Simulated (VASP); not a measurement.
# BaZrO3 (Pm-3m) in VASP: notebook, part 2 of 2

VASP 6.6.1. The steps go on from the part before.

**5. Single point, r2SCAN**

This run uses another cell than the first one, of 14.53 Å³/atom, 1.056 times its volume.

File POSCAR:

```
BaZrO3
1.0
    4.1725136757      0.0000000000      0.0000000000
    0.0000000000      4.1725136757      0.0000000000
    0.0000000000      0.0000000000      4.1725136757
Ba Zr O
1 1 3
Direct
    0.0000000000      0.0000000000      0.0000000000
    0.5000000000      0.5000000000      0.5000000000
    0.0000000000      0.5000000000      0.5000000000
    0.5000000000      0.0000000000      0.5000000000
    0.5000000000      0.5000000000      0.0000000000
```

File INCAR.step1:

```
ALGO = Normal
EDIFF = 1E-4
ENCUT = 520
GGA = PE
ISMEAR = 0
LASPH = T
LCHARG = F
LREAL = F
LWAVE = T
NBANDS = 28
NELM = 100
PREC = Accurate
SIGMA = 0.01
```

File INCAR.step2:

```
ALGO = Normal
EDIFF = 1E-6
ENCUT = 520
ISIF = 2
ISMEAR = 0
ISTART = 1
LASPH = T
LCHARG = F
LMIXTAU = T
LREAL = F
LWAVE = F
METAGGA = R2SCAN
NBANDS = 28
NELM = 100
PREC = Accurate
SIGMA = 0.01
```

File KPOINTS:

```
k-points
0
Gamma
  6 6 6
```

Potentials or basis: VASP PAW PBE potentials, release 64 (Ba_sv, Zr_sv, O).

Run with:

```console
cat potpaw_PBE.64/Ba_sv/POTCAR potpaw_PBE.64/Zr_sv/POTCAR potpaw_PBE.64/O/POTCAR > POTCAR
cp INCAR.step1 INCAR
mpirun -np 1 vasp_std > vasp.out
cp INCAR.step2 INCAR
mpirun -np 1 vasp_std > vasp.out
```

OUTCAR:

```text
EDIFF = 1E-6
   ENCUT = 520
   ISIF = 2
   ISMEAR = 0
   ISTART = 1
   LASPH = T
   LREAL = F
   METAGGA = R2SCAN
   NELM = 100
   PREC = Accurate

 ion  position               nearest neighbor table
   1  0.000  0.000  0.000-   3 2.95   4 2.95   5 2.95   3 2.95   4 2.95   3 2.95   5 2.95   3 2.95
                             4 2.95   5 2.95   4 2.95   5 2.95   2 3.61   2 3.61   2 3.61   2 3.61
   2  0.500  0.500  0.500-   3 2.09   4 2.09   5 2.09   5 2.09   4 2.09   3 2.09   1 3.61   1 3.61
                             1 3.61   1 3.61   1 3.61   1 3.61   1 3.61   1 3.61
   3  0.000  0.500  0.500-   2 2.09   2 2.09   1 2.95   1 2.95   1 2.95   1 2.95
   4  0.500  0.000  0.500-   2 2.09   2 2.09   1 2.95   1 2.95   1 2.95   1 2.95
   5  0.500  0.500  0.000-   2 2.09   2 2.09   1 2.95   1 2.95   1 2.95   1 2.95

  LATTYP: Found a simple cubic cell.
 ALAT       =     4.1725136757

  Lattice vectors:

 A1 = (   4.1725136757,   0.0000000000,   0.0000000000)
 A2 = (   0.0000000000,   4.1725136757,   0.0000000000)
 A3 = (   0.0000000000,   0.0000000000,   4.1725136757)

Analysis of symmetry for initial positions (statically):
=====================================================================
 Subroutine PRICEL returns:
 Original cell was already a primitive cell.

 Routine SETGRP: Setting up the symmetry group for a
 simple cubic supercell.

 Subroutine GETGRP returns: Found 48 space group operations
[... 9 lines left out ...]

 Routine SETGRP: Setting up the symmetry group for a
 simple cubic supercell.

 Subroutine GETGRP returns: Found 48 space group operations
[... 11 lines left out ...]
                                     Primitive cell

  volume of cell :      72.6429

  direct lattice vectors                    reciprocal lattice vectors
     4.172513676  0.000000000  0.000000000     0.239663684  0.000000000  0.000000000
     0.000000000  4.172513676  0.000000000     0.000000000  0.239663684  0.000000000
     0.000000000  0.000000000  4.172513676     0.000000000  0.000000000  0.239663684

  length of vectors
     4.172513676  4.172513676  4.172513676     0.239663684  0.239663684  0.239663684

  position of ions in fractional coordinates (direct lattice)
     0.000000000  0.000000000  0.000000000
     0.500000000  0.500000000  0.500000000
     0.000000000  0.500000000  0.500000000
     0.500000000  0.000000000  0.500000000
     0.500000000  0.500000000  0.000000000

  ion indices of the primitive-cell ions
   primitive index   ion index
                 1           1
                 2           2
                 3           3
                 4           4
                 5           5

----------------------------------------------------------------------------------------

 KPOINTS: k-points

Automatic generation of k-mesh.
 Grid dimensions read from file:
 generate k-points for:    6    6    6

 Generating k-lattice:

  Cartesian coordinates                     Fractional coordinates (reciprocal lattice)
     0.039943947  0.000000000  0.000000000     0.166666667  0.000000000  0.000000000
     0.000000000  0.039943947  0.000000000     0.000000000  0.166666667  0.000000000
     0.000000000  0.000000000  0.039943947     0.000000000  0.000000000  0.166666667

  Length of vectors
     0.039943947  0.039943947  0.039943947

  Shift w.r.t. Gamma in fractional coordinates (k-lattice)
     0.000000000  0.000000000  0.000000000

 Subroutine IBZKPT returns following result:
 ===========================================

 Found     20 irreducible k-points:

 Following reciprocal coordinates:
            Coordinates               Weight
  0.000000  0.000000  0.000000      1.000000
  0.166667  0.000000  0.000000      6.000000
  0.333333  0.000000  0.000000      6.000000
  0.500000  0.000000  0.000000      3.000000
  0.166667  0.166667  0.000000     12.000000
  0.333333  0.166667  0.000000     24.000000
[... 12 lines left out ...]
  0.500000  0.500000  0.333333      6.000000
  0.500000  0.500000  0.500000      1.000000
   k-points           NKPTS =     20   k-points in BZ     NKDIM =     20   number of bands    NBANDS=     28
   number of dos      NEDOS =    301   number of ions     NIONS =      5
   total plane-waves  NPLWV =  32768
   dimension x,y,z NGX =    32 NGY =   32 NGZ =   32
   dimension x,y,z NGXF=    64 NGYF=   64 NGZF=   64
   ions per type =               1   1   3
   NGX,Y,Z   is equivalent  to a cutoff of  12.75, 12.75, 12.75 a.u.
   NGXF,Y,Z  is equivalent  to a cutoff of  25.50, 25.50, 25.50 a.u.
 SYSTEM =  unknown system
   PREC   = accura    normal or accurate (medium, high low for compatibility)
   ISTART =      1    job   : 0-new  1-cont  2-samecut
   ICHARG =      0    charge: 1-file 2-atom 10-const
   ISPIN  =      1    spin polarized calculation?
   LNONCOLLINEAR =      F non collinear calculations
   LSORBIT =      F    spin-orbit coupling
   LASPH  =      T    aspherical Exc in radial PAW
   ENCUT  =  520.0 eV  38.22 Ry    6.18 a.u.   7.76  7.76  7.76*2*pi/ulx,y,z
   NELM   =    100;   NELMIN=  2; NELMDL=  0     # of ELM steps
   EDIFF  = 0.1E-05   stopping-criterion for ELM
   LREAL  =      F    real-space projection
   EDIFFG = 0.1E-04   stopping-criterion for IOM
   NSW    =      0    number of steps for IOM
   IBRION =     -1    ionic relax: 0-MD 1-quasi-New 2-CG
   NFREE  =      0    steps in history (QN), initial steepest desc. (CG)
   ISIF   =      2    stress and relaxation
   ISYM   =      2    0-nonsym 1-usesym 2-fastsym
   POTIM  = 0.5000    time-step for ionic-motion
   TEBEG  =    0.0;   TEEND  =   0.0 temperature during run
   PSTRESS=    0.0 pullay stress
   NELECT =      40.0000    total number of electrons
   NUPDOWN=      -1.0000    fix difference up-down
   EMIN   =  10.00;   EMAX   =-10.00  energy-range for DOS
   EFERMI =   0.00;   METHOD = LEGACY
   ISMEAR =     0;   SIGMA  =   0.01  broadening in eV -4-tet -1-fermi 0-gaus
   EFERMI_NEDOS =   21; number of points for ismear=-14 and -15
   IALGO  =     38    algorithm
   IMIX   =      4    mixing-type and parameters
     AMIX     =   0.40;   BMIX     =  1.00
     AMIX_MAG =   1.60;   BMIX_MAG =  1.00
  volume/ion in A,a.u.               =      14.53        98.04
  Fermi-wavevector in a.u.,A,eV,Ry     =   1.341829  2.535688 24.497346  1.800504
  Thomas-Fermi vector in A             =   2.470031
   LORBIT       =      0    0 simple, 1 ext, 2 COOP (PROOUT), +10 PAW based schemes
   METAGGA = R2SCAN    functional components
   LHFCALC =     F    Hartree Fock is set to
   AEXX    =    0.0000 exact exchange contribution
   IVDW    =     0    specifies the selected vdW correction
   LEPSILON=     F    determine dielectric tensor
   LRPA    =     F    only Hartree local field effects (RPA)
 non-spin polarized calculation
 Gauss-broadening in eV      SIGMA  =   0.01
  energy-cutoff  :      520.00
  volume of cell :       72.64
 maximum number of plane-waves:      1980
 NGX is ok and might be reduce to    32
   NGX = 15   NGY = 15   NGZ = 15

 number of electron      40.0000008 magnetization

 Free energy of the ion-electron system (eV)
  ---------------------------------------------------
  ext. energy  EPLUGINS =         0.00000000
  ---------------------------------------------------
  free energy    TOTEN  =       -85.07119903 eV

  energy without entropy =      -85.07119903  energy(sigma->0) =      -85.07119903

 E-fermi :   3.6805     XC(G=0): -11.4645

 val. band max:        3.5812828565   @ k =   0.5000   0.5000   0.5000
 cond. band min:       7.3172266789   @ k =   0.0000   0.0000   0.0000
 fundamental gap:      3.7359438223
 Fermi energy:         3.6804692161

 k-point     1 :       0.0000    0.0000    0.0000
  band No.  band energies     occupation
      1     -44.8387      2.00000
      2     -22.3746      2.00000
      3     -22.3015      2.00000
      4     -22.3015      2.00000
      5     -22.3015      2.00000
      6     -13.7833      2.00000
[... 20 lines left out ...]
     27      11.7069      0.00000
     28      11.7069      0.00000
[... 559 lines left out ...]
 k-point    20 :       0.5000    0.5000    0.5000
  band No.  band energies     occupation
      1     -44.8264      2.00000
      2     -22.5912      2.00000
      3     -22.5912      2.00000
      4     -22.5912      2.00000
      5     -22.2290      2.00000
      6     -12.5021      2.00000
[... 20 lines left out ...]
     27      13.4165      0.00000
     28      13.4165      0.00000

------------------------ aborting loop because EDIFF is reached ----------------------------------------

  FORCE on cell =-STRESS in cart. coord.  units (eV):
  Direction    XX          YY          ZZ          XY          YZ          ZX
  --------------------------------------------------------------------------------------
  -------------------------------------------------------------------------------------
  Total        2.3307629      2.3307629      2.3307629     -0.0000000      0.0000000      0.0000000
  in kB       51.4061839     51.4061839     51.4061839     -0.0000000      0.0000000      0.0000000
  external PRESSURE =      51.4061839 kB  Pullay stress =       0.0000000 kB

 VOLUME and BASIS-vectors are now :
 -----------------------------------------------------------------------------
  energy-cutoff  :      520.00
  volume of cell :       72.64
      direct lattice vectors                 reciprocal lattice vectors
     4.172513676  0.000000000  0.000000000     0.239663684  0.000000000  0.000000000
     0.000000000  4.172513676  0.000000000     0.000000000  0.239663684  0.000000000
     0.000000000  0.000000000  4.172513676     0.000000000  0.000000000  0.239663684

 POSITION                                       TOTAL-FORCE (eV/Angst)
 -----------------------------------------------------------------------------------
      0.00000      0.00000      0.00000         0.000000      0.000000      0.000000
      2.08626      2.08626      2.08626         0.000000      0.000000      0.000000
      0.00000      2.08626      2.08626         0.000000      0.000000      0.000000
      2.08626      0.00000      2.08626         0.000000      0.000000      0.000000
      2.08626      2.08626      0.00000         0.000000      0.000000      0.000000
 -----------------------------------------------------------------------------------
    total drift:                                0.000000     -0.000000     -0.000000

  FREE ENERGIE OF THE ION-ELECTRON SYSTEM (eV)
  ---------------------------------------------------
  free  energy   TOTEN  =       -85.0711990333 eV

  energy  without entropy=      -85.0711990333  energy(sigma->0) =      -85.07119903
```

Wall time 44 s (1 thread of Intel Xeon 6975P-C (Granite Rapids), shared host); peak memory 0.21 GiB.

Results:

```yaml
Free_energy: -85.0712 eV
Pressure: 5.1 GPa
Band_gap_on_the_k_mesh: 3.74 eV, indirect (least direct gap 3.96 eV)
```

Levels at points of the mesh, in eV from the valence-band top:
```tsv
k point	band 18	band 19	band 20	band 21	band 22	band 23
(0.00, 0.00, 0.00)	-0.23	-0.23	-0.23	3.74	3.74	3.74
(0.50, 0.00, 0.00)	-1.72	-0.46	-0.46	4.19	6.32	6.32
(0.50, 0.50, 0.00)	-0.94	-0.79	-0.08	6.29	6.29	7.07
(0.50, 0.50, 0.50)	0.00	0.00	0.00	6.68	6.68	6.68
```

Caveat: the PAW data sets were made with another functional, which shifts forces and pressure a little; spin-orbit coupling is left out, which moves the levels of the heavy elements. r2SCAN opens gaps a little over a GGA but as a rule still falls short of measured ones.

**6. The runs side by side**

```csv
cell,gap on the mesh (eV),pressure (GPa)
"a = 4.098 Å, 5 atoms",3.86,16.4
"a = 4.130 Å, 5 atoms",3.81,11.3
"a = 4.150 Å, 5 atoms",3.77,8.2
"a = 4.173 Å, 5 atoms",3.74,5.1
```

Alike in all rows: task single point; level r2SCAN; potentials or basis VASP PAW PBE potentials, release 64 (Ba_sv, Zr_sv, O); no spin polarisation; k mesh 6 × 6 × 6; cutoff (eV) 520; smearing gaussian 0.01 eV.

Caveats: the PAW data sets were made with another functional, which shifts forces and pressure a little; spin-orbit coupling is left out, which moves the levels of the heavy elements.

Absolute energies hang on the potentials; compare differences alone.
